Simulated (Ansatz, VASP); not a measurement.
Given: the input of a run of VASP 6.6.1 on KI.

INCAR

```
SYSTEM = KI
PREC     = Accurate       ! precision mode
ENCUT    = 520            ! plane-wave cutoff, eV
EDIFF    = 1E-6           ! SCF threshold, eV
ISMEAR   = -1             ! smearing method
SIGMA    = 0.05           ! smearing width, eV
LREAL    = .False.        ! projectors in reciprocal space
LASPH    = .True.         ! aspherical terms in the spheres
NELM     = 60             ! most SCF steps
ALGO     = Normal         ! electronic algorithm
ISIF     = 2              ! what is computed and relaxed
LWAVE    = .False.        ! write WAVECAR
LCHARG   = .True.         ! write CHGCAR
GGA      = PS             ! functional
LELF     = .True.         ! ELF
LVHAR    = .True.       
NBANDS   = 15             ! bands
```

Contents of KPOINTS:

```
regular mesh
0
Gamma
  7 7 7
  0 0 0
```

POSCAR

```
KI
1.0
    0.0000000000      3.6020626887      3.6020626887
    3.6020626887      0.0000000000      3.6020626887
    3.6020626887      3.6020626887      0.0000000000
I K
1 1
Direct
    0.5000000000      0.5000000000      0.5000000000
    0.0000000000      0.0000000000      0.0000000000
```

Potentials or basis: VASP PAW PBE potentials, release 64 (I, K_sv).

The run is started by

```bash
$ cat potpaw_PBE.64/I/POTCAR potpaw_PBE.64/K_sv/POTCAR > POTCAR
$ mpirun -np 1 vasp_std > vasp.out
```

Task: Set up the same calculation for Ansatz 0.2.0. Potentials there: all-electron LAPW, scalar-relativistic.

Result: As run (the cutoff follows the program's own potentials):

input.yaml

```yaml
crystal:
  lattice:
    - [0.0, 3.6020626887, 3.6020626887]
    - [3.6020626887, 0.0, 3.6020626887]
    - [3.6020626887, 3.6020626887, 0.0]
  atoms:
    - { symbol: I, position: [0.5, 0.5, 0.5] }
    - { symbol: K, position: [0.0, 0.0, 0.0] }
kpoints:
  mp_grid: { grid: [7, 7, 7] }
scf:
  occupations: { method: fermi_dirac, width: 0.05 }
hamiltonian:
  xc: pbesol
  pseudopotentials: { kind: all_electron, lapw: { basis_error: 0.0005 } }
output:
  forces: true
  stress: true
  eigenvalues: true
```

Potentials or basis: all-electron LAPW, scalar-relativistic.

Command:

```sh
$ ansatz run input.yaml --threads 1 --pin off --max-ram 3072MiB --backend cpu --events-out ev --progress --plain --runs-dir out
```

Both were run:

|  | VASP | Ansatz | Ansatz less VASP |
| --- | --- | --- | --- |
| gap on the k mesh at the Fermi level (eV) | 3.70 | 3.70 | +0.003 |
| least direct gap on the mesh (eV) | 3.70 | 3.70 | +0.003 |
| pressure (GPa) | -0.8 | -0.8 | -0.02 |

VASP's potentials were made for PBE, not for PBEsol. Ansatz ran all-electron here, and VASP with PAW potentials.

Spin-orbit coupling is off throughout.
